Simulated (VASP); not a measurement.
Crystal: CdO (Monteponite).

```
Cd O
1.0
     0.00000    2.34950    2.34950
     2.34950    0.00000    2.34950
     2.34950    2.34950    0.00000
Cd O
1 1
Direct
  0.00000 0.00000 0.00000
  0.50000 0.50000 0.50000
```

Base run:

```yaml
Program: VASP 6.6.1
Functional: BLYP
Dispersion: D3(BJ)
Potentials_or_basis: VASP PAW PBE potentials, release 64 (Cd, O)
Cutoff: 600 eV
k_mesh: 10 × 10 × 10
Occupations: fermi-dirac, width 0.05 eV
Spin: no spin polarisation
```

Its results: band gap on the k mesh zero (band 9 reaches 2.42 eV, above the bottom of band 10 at 2.14 eV); pressure 5.5 GPa.

Question: The run is repeated on the same cell with these changes: functional from BLYP to PBE; dispersion from D3(BJ) to D4. What comes out?

Answer: Band gap on the k mesh zero (band 9 reaches 2.04 eV, above the bottom of band 10 at 1.61 eV); pressure 3.8 GPa.

Several settings changed at once, so the effect can't be laid on one alone.

Caveats: pairwise dispersion overbinds metals, which lowers pressure and volume; the PAW data sets were made with another functional, which shifts forces and pressure a little (some runs).
